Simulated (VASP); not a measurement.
Set up this calculation in VASP 6.6.1, as the native input.

| Property | Result |
| --- | --- |
| Task | relaxation of the atoms |
| Functional | PBE |
| Potentials or basis | VASP PAW PBE potentials, release 64 (Al) |
| Cutoff | 520 eV |
| k mesh | 14 × 14 × 1 |
| Occupations | fermi-dirac, width 0.08 eV |
| Spin | no spin polarisation |
| Dipole correction | yes |
| Further INCAR settings | ALGO = Normal; EDIFF = 1e-07; IBRION = 2; EDIFFG = -0.01; NSW = 32 |

The structure of Al lies in POSCAR:

```
Al
1.0
    2.8574853682      0.0000000000      0.0000000000
    0.0000000000      2.8574853682      0.0000000000
    0.0000000000      0.0000000000     24.0822000000
Al
5
Direct
    0.0000000000      0.0000000000      0.3291663618
    0.5000000000      0.5000000000      0.4144188660
    0.0000000000      0.0000000000      0.4999999984
    0.5000000000      0.5000000000      0.5855811344
    0.0000000000      0.0000000000      0.6708336395
```

These files were run (other wordings do the same):

INCAR

```
ALGO = Normal ; DIPOL = 0.5 0.5 0.500
EDIFF = 1E-7 ; EDIFFG = -0.01
ENCUT = 520 ; GGA = PE
IBRION = 2 ; IDIPOL = 3
ISIF = 2 ; ISMEAR = -1
LASPH = True ; LCHARG = False
LDIPOL = True ; LREAL = False
LWAVE = False ; NELM = 100
NSW = 32 ; PREC = Accurate
SIGMA = 0.08
```

KPOINTS

```
k-points
0
Gamma
  14 14 1
```

Potentials or basis: VASP PAW PBE potentials, release 64 (Al).

Command:

```console
$ cat potpaw_PBE.64/Al/POTCAR > POTCAR
$ mpirun -np 1 vasp_std > vasp.out
```

It gave:

| Quantity | Value |
| --- | --- |
| Band gap on the k mesh | zero (an odd number of electrons rules out a gap without spin polarisation) |

Caveat: the relaxation stopped at its first step, so nothing moved.

Run time: 2.1 min on 1 thread of Intel Xeon 8259CL (shared host), peak memory 0.32 GiB.
